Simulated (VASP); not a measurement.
TePbI6:

```
Te Pb I
1.0
     0.00000    5.76374    5.76374
     5.76374    0.00000    5.76374
     5.76374    5.76374    0.00000
Te Pb I
1 1 6
Cartesian
  5.7637 5.7637 5.7637
  0.0000 0.0000 0.0000
  2.9093 5.7637 5.7637
  8.6182 5.7637 5.7637
  5.7637 2.9093 5.7637
  5.7637 8.6182 5.7637
  5.7637 5.7637 2.9093
  5.7637 5.7637 8.6182
```

| Item | Value |
| --- | --- |
| Program | VASP 6.6.1 |
| Task | relaxation of cell and atoms |
| Functional | PBEsol |
| Potentials or basis | VASP PAW PBE potentials, release 64 (Te, Pb_d, I) |
| Cutoff | 600 eV |
| k mesh | 4 × 4 × 4 |
| Occupations | fermi-dirac, width 0.03 eV |
| Spin | no spin polarisation |

At the start: pressure 3.6 GPa; volume 47.87 Å³/atom.

**Question.** How do energy, volume and symmetry change on relaxing?

**Answer.** Over 7 steps the energy falls by 71.6 meV/atom and the volume is 54.79 Å³/atom (+14.5 %); space group Fm-3m (No. 225, to 0.1 Å) before and after.

The path:
```tsv
step	energy change (eV)	largest force (eV/Å)	pressure (GPa)	volume (Å³)
1	0.0000	0.2819	3.59	382.95
2	-0.5208	0.3166	-0.49	445.54
3	-0.5340	0.3101	-0.05	435.56
4	-0.5566	0.2004	-0.01	435.68
5	-0.5724	0.0087	0.08	435.89
6	-0.5725	0.0008	0.09	435.90
7	-0.5729	0.0036	-0.03	438.36
```

Final structure:
```
CELL_PARAMETERS angstrom
0.00000 6.02929 6.02929
6.02929 0.00000 6.02929
6.02929 6.02929 0.00000
ATOMIC_POSITIONS crystal
Te 0.50000 0.50000 0.50000
Pb 0.00000 0.00000 0.00000
I 0.74312 0.25688 0.25688
I 0.25688 0.74312 0.74312
I 0.25688 0.74312 0.25688
I 0.74312 0.25688 0.74312
I 0.25688 0.25688 0.74312
I 0.74312 0.74312 0.25688
```

Caveat: the PAW data sets were made with another functional, which shifts forces and pressure a little.
